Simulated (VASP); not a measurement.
Here is a VASP 6.6.1 calculation.

The input POSCAR:

```
Ag2ClF
1.0
    1.9433225428      1.1219777932      5.3283102928
   -1.9433225428      1.1219777932      5.3283102928
    0.0000000000     -2.2439555864      5.3283102928
F Cl Ag
1 1 2
Direct
    1.0000000000      0.0000000000      0.0000000000
    0.5000000000      0.5000000000      0.5000000000
    0.2656404912      0.2656404912      0.2656404912
    0.7343595088      0.7343595088      0.7343595088
```

The input INCAR.step1:

```
  PREC = Accurate
  ENCUT = 520
  ISMEAR = -1
  SIGMA = 0.02
  LREAL = F
  LASPH = T
  NELM = 100
  NBANDS = 26
  GGA = PE
  ALGO = Normal
  EDIFF = 1E-4
  LWAVE = T
  LCHARG = F
```

Contents of INCAR.step2:

```
  PREC = Accurate
  ENCUT = 520
  EDIFF = 1E-7
  ISMEAR = -1
  SIGMA = 0.02
  LREAL = F
  LASPH = T
  NELM = 100
  ALGO = Normal
  ISIF = 2
  LWAVE = F
  LCHARG = F
  METAGGA = R2SCAN
  LMIXTAU = T
  NBANDS = 26
  ISTART = 1
```

The input KPOINTS:

```
regular mesh
0
Gamma
  8 8 8
```

Potentials or basis: VASP PAW PBE potentials, release 64 (F, Cl, Ag).

Run with:

```sh
$ cat potpaw_PBE.64/F/POTCAR potpaw_PBE.64/Cl/POTCAR potpaw_PBE.64/Ag/POTCAR > POTCAR
$ cp INCAR.step1 INCAR
$ mpirun -np 1 vasp_std > vasp.out
$ cp INCAR.step2 INCAR
$ mpirun -np 1 vasp_std > vasp.out
```

Question: Estimate the pressure.

Answer: 0.0 GPa.

Question: Estimate the band gap on the k mesh.

Answer: 0.31 eV.

Stress tensor (GPa, compression positive):
```
-0.01  0.00  0.00
 0.00 -0.01  0.00
 0.00  0.00 -0.10
```

Caveat: semilocal functionals underestimate gaps, and a narrow one can read as zero; the PAW data sets were made with another functional, which shifts forces and pressure a little. A k mesh can miss the band edges.
